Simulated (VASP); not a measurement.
Sb: relaxation of cell and atoms with PBEsol

Crystal: Sb.

```
CELL_PARAMETERS angstrom
2.11022 1.21834 3.68128
-2.11022 1.21834 3.68128
0.00000 -2.43668 3.68128
ATOMIC_POSITIONS crystal
Sb 0.23349 0.23349 0.23349
Sb 0.76651 0.76651 0.76651
```

```yaml
Program: VASP 6.6.1
Task: relaxation of cell and atoms
Functional: PBEsol
Potentials_or_basis: VASP PAW PBE potentials, release 64 (Sb)
Cutoff: 600 eV
k_mesh: 9 × 9 × 9
Occupations: fermi-dirac, width 0.05 eV
Spin: no spin polarisation
Dipole_correction: no
Further_INCAR_settings: ALGO = Normal; EDIFF = 1e-06; IBRION = 2; EDIFFG = -0.005; NSW = 100; ISIF = 3
```

The relaxed volume is 29.90 Å³/atom. The relaxed cell is a = 4.456 Å, b = 4.456 Å, c = 4.456 Å, α = 58.07°, β = 58.07°, γ = 58.07°. The space group after relaxing (to 0.05 Å) is R-3m (No. 166) and the energy gained by relaxing is 28.0 meV/atom. The ionic steps are 10 and the pressure after relaxing is 0.0 GPa. The band gap on the k mesh is 0.05 eV, indirect (least direct gap 0.44 eV).

Forces in eV/Å, atoms in the order of the input:
```
Sb   0.000  0.000  0.003
Sb   0.000  0.000 -0.003
```

The path:
```tsv
step	energy change (eV)	largest force (eV/Å)	pressure (GPa)	volume (Å³)
1	0.0000	0.5474	4.43	56.79
2	-0.0188	0.2781	-3.06	63.48
3	-0.0542	0.0448	-0.12	60.33
4	-0.0542	0.0537	-0.04	60.25
5	-0.0549	0.0474	-0.02	60.14
6	-0.0558	0.0293	0.07	59.82
7	-0.0558	0.0272	0.08	59.78
8	-0.0558	0.0087	-0.15	59.95
9	-0.0559	0.0094	-0.04	59.86
10	-0.0559	0.0030	-0.01	59.81
```

Final structure:
```
CELL_PARAMETERS angstrom
2.16291 1.24876 3.69064
-2.16291 1.24876 3.69064
0.00000 -2.49752 3.69064
ATOMIC_POSITIONS crystal
Sb 0.23584 0.23584 0.23584
Sb 0.76416 0.76416 0.76416
```

Levels at points of the mesh, in eV from the valence-band top:
| k point | band 2 | band 3 | band 4 | band 5 | band 6 | band 7 | band 8 | band 9 |
| --- | --- | --- | --- | --- | --- | --- | --- | --- |
| (0.00, 0.00, 0.00) | -4.67 | -1.90 | -1.74 | -1.74 | 2.37 | 2.87 | 2.87 | 5.00 |

Wall time 100 s on 1 thread of Intel(R) Xeon(R) 6975P-C (Granite Rapids), on a shared host, peak memory 0.23 GiB.

Caveat: the PAW data sets were made with another functional, which shifts forces and pressure a little; spin-orbit coupling is left out, which moves the levels of the heavy elements. A k mesh can miss the band edges.
